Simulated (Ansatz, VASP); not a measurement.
In: VASP beside Ansatz

The input INCAR:

```
SYSTEM = In
PREC     = Accurate       ! precision mode
ENCUT    = 520            ! plane-wave cutoff, eV
EDIFF    = 1E-6           ! SCF threshold, eV
ISMEAR   = -1             ! smearing method
SIGMA    = 0.05           ! smearing width, eV
LREAL    = .False.        ! projectors in reciprocal space
LASPH    = .True.         ! aspherical terms in the spheres
NELM     = 60             ! most SCF steps
ALGO     = Normal         ! electronic algorithm
ISIF     = 2              ! what is computed and relaxed
LWAVE    = .False.        ! write WAVECAR
LCHARG   = .False.        ! write CHGCAR
GGA      = PE             ! functional
NBANDS   = 12             ! bands
```

Contents of KPOINTS:

```
regular mesh
0
Gamma
  12 12 12
  0 0 0
```

File POSCAR:

```
In
1.0
    2.4513664232      0.0000000000      0.0000000000
    0.0000000000      2.4513664232      0.0000000000
    0.0000000000      0.0000000000      2.4513664232
In
1
Direct
    0.0000000000      0.0000000000      0.0000000000
```

Input for Ansatz:

```yaml
crystal:
  lattice:
    - [2.4513664232, 0.0, 0.0]
    - [0.0, 2.4513664232, 0.0]
    - [0.0, 0.0, 2.4513664232]
  atoms:
    - { symbol: In, position: [0.0, 0.0, 0.0] }
kpoints:
  mp_grid: { grid: [12, 12, 12] }
scf:
  occupations: { method: fermi_dirac, width: 0.05 }
hamiltonian:
  xc: pbe
  pseudopotentials: { kind: all_electron, lapw: { basis_error: 0.001 } }
output:
  forces: true
  stress: true
  eigenvalues: true
  populations: true
```

Change from the starting cell: volume scaled by 0.5, LAPW.

Alike in both runs: task single point; functional PBE; k mesh 12 × 12 × 12; occupations fermi-dirac, width 0.05 eV; no spin polarisation.

```csv
,VASP,Ansatz
version,VASP 6.6.1,Ansatz 0.2.0
potentials or method,"VASP PAW PBE potentials, release 64 (In_d), cutoff 520 eV","all-electron LAPW, scalar-relativistic"
```

VASP gave:

```
pressure (GPa) : 132.9
```

Problem. What did Ansatz give for the same quantities?

Solution. Pressure (GPa): 132.6.

Both programs put the cell under a high pressure, so it lies far from rest at this level. Ansatz ran all-electron here, and VASP with PAW potentials.

Noted on VASP's run: the cell as given lies far from equilibrium.
